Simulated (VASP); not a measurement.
Write the native input for VASP 6.6.1 that does the following.

- Task: single point
- Functional: PBE
- Potentials or basis: VASP PAW PBE potentials, release 64 (P, C)
- Cutoff: 520 eV
- k mesh: 4 × 4 × 4
- Occupations: gaussian, width 0.1 eV
- Spin: no spin polarisation
- Dipole correction: no
- Further INCAR settings: ALGO = Normal; EDIFF = 1e-06; NBANDS = 16

The structure of PC3 lies in POSCAR:

```
PC3
1.0
    4.4861528300      0.0000000000      0.0000000000
    0.0000000000      4.4861528300      0.0000000000
    0.0000000000      0.0000000000      3.8740032700
P C
1 3
Direct
    0.0000000000      0.0000000000      0.5000000000
    0.0000000000      0.5000000000      0.0000000000
    0.5000000000      0.0000000000      0.0000000000
    0.5000000000      0.5000000000      0.5000000000
```

The input as run:

INCAR

```
SYSTEM = PC3
ALGO = Normal
EDIFF = 1E-6
ENCUT = 520
GGA = PE
ISIF = 2
ISMEAR = 0
LASPH = .True.
LCHARG = .False.
LREAL = .False.
LWAVE = .False.
NBANDS = 16
NELM = 60
PREC = Accurate
SIGMA = 0.1
```

KPOINTS

```
k-points
0
Gamma
  4 4 4
  0 0 0
```

Potentials or basis: VASP PAW PBE potentials, release 64 (P, C).

Run with:

```sh
$ cat potpaw_PBE.64/P/POTCAR potpaw_PBE.64/C/POTCAR > POTCAR
$ mpirun -np 1 vasp_std > vasp.out
```

Results of the run:

* Pressure: -22.1 GPa

Caveat: the k points lie up to 0.41 Å⁻¹ apart.

Wall time 23 s on 1 thread of Intel(R) Xeon(R) Platinum 8375C CPU @ 2.90GHz (Ice Lake) (shared host), peak memory 0.18 GiB.
